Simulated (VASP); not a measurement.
Input of a VASP 6.6.1 run:

Contents of INCAR:

```
  ALGO = Normal
  EDIFF = 1E-7
  ENCUT = 520
  GGA = RE
  ISIF = 2
  ISMEAR = 0
  IVDW = 13
  LASPH = T
  LCHARG = T
  LELF = T
  LREAL = F
  LVHAR = T
  LWAVE = F
  NBANDS = 16
  NELM = 60
  PREC = Accurate
  SIGMA = 0.05
```

File KPOINTS:

```
k-points
0
Gamma
  8 8 8
```

POSCAR

```
GaAs
1.0
    0.0000000000      2.7803846997      2.7803846997
    2.7803846997      0.0000000000      2.7803846997
    2.7803846997      2.7803846997      0.0000000000
Ga As
1 1
Direct
    0.0000000000      0.0000000000      0.0000000000
    0.7500000000      0.7500000000      0.7500000000
```

Potentials or basis: VASP PAW PBE potentials, release 64 (Ga_d, As).

Launch:

```sh
$ cat potpaw_PBE.64/Ga_d/POTCAR potpaw_PBE.64/As/POTCAR > POTCAR
$ mpirun -np 1 vasp_std > vasp.out
```

**Question.** What does it give for the dispersion energy per atom?

**Answer.** -0.729 eV.

**Question.** Predict the pressure.

**Answer.** 3.4 GPa.

Caveat: the PAW data sets were made with another functional, which shifts forces and pressure a little.
